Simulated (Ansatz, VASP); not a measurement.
One calculation of BeTe2, two programs

```
Be Te
1.0
     0.00000    3.49180    3.49180
     3.49180    0.00000    3.49180
     3.49180    3.49180    0.00000
Be Te
1 2
Direct
  0.50000 0.50000 0.50000
  0.00000 0.00000 0.00000
  0.25000 0.25000 0.25000
```

Alike in both runs: functional PBE; k mesh 5 × 5 × 5; occupations gaussian, width 0.2 eV; no spin polarisation.

Ansatz relaxed the structure, and its values are those at the end. VASP's run is a single point on that final structure, the one shown.

```csv
,VASP,Ansatz
version,VASP 6.6.1,Ansatz 0.2.0
potentials or method,"VASP PAW PBE potentials, release 64 (Be, Te), cutoff 600 eV","scalar-relativistic, plane waves, PAW"
valence electrons in the cell,14,34
```

```csv
,VASP,Ansatz,Ansatz less VASP
gap on the k mesh at the Fermi level (eV),none,none,-
pressure (GPa),-0.3,-0.3,+0.02
```

A gap of «none» marks a metal or a gap that the smearing closes. VASP's potentials hold 14 valence electrons a cell and Ansatz's 34, so a difference there can come from the potentials and not from the codes.

Spin-orbit coupling is off throughout.
